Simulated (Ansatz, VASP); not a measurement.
Si2W in VASP and in Ansatz

```xyz
3
Lattice="0.0000 3.4755 3.4755 3.4755 0.0000 3.4755 3.4755 3.4755 0.0000" Properties=species:S:1:pos:R:3 pbc="T T T"
Si    1.7377    1.7377    1.7377
Si    5.2132    5.2132    5.2132
W     3.4755    3.4755    3.4755
```

Alike in both runs: task relaxation of cell and atoms; functional PBE; k mesh 4 × 4 × 4; occupations gaussian, width 0.1 eV; no spin polarisation.

|  | VASP | Ansatz |
| --- | --- | --- |
| version | VASP 6.6.1 | Ansatz 0.2.0 |
| potentials or method | VASP PAW PBE potentials, release 64 (Si, W_sv), cutoff 500 eV | scalar-relativistic, plane waves, PAW |
| valence electrons in the cell | 22 | 22 |

|  | VASP | Ansatz | Ansatz less VASP |
| --- | --- | --- | --- |
| gap on the k mesh at the Fermi level, each at its own relaxed structure (eV) | none | none | - |
| relaxed volume (Å³/atom) | 16.77 | 16.75 | -0.024 |
| relaxed cell length with the largest relative difference (Å) | 4.144 | 4.142 | -0.0020 |

A gap of «none» marks a metal or a gap that the smearing closes.

The k mesh is coarse, so the values compare programs but aren't converged. Spin-orbit coupling is off throughout. Noted on VASP's run: the volume moved by over 15 % at a fixed basis, so the end points are rough.
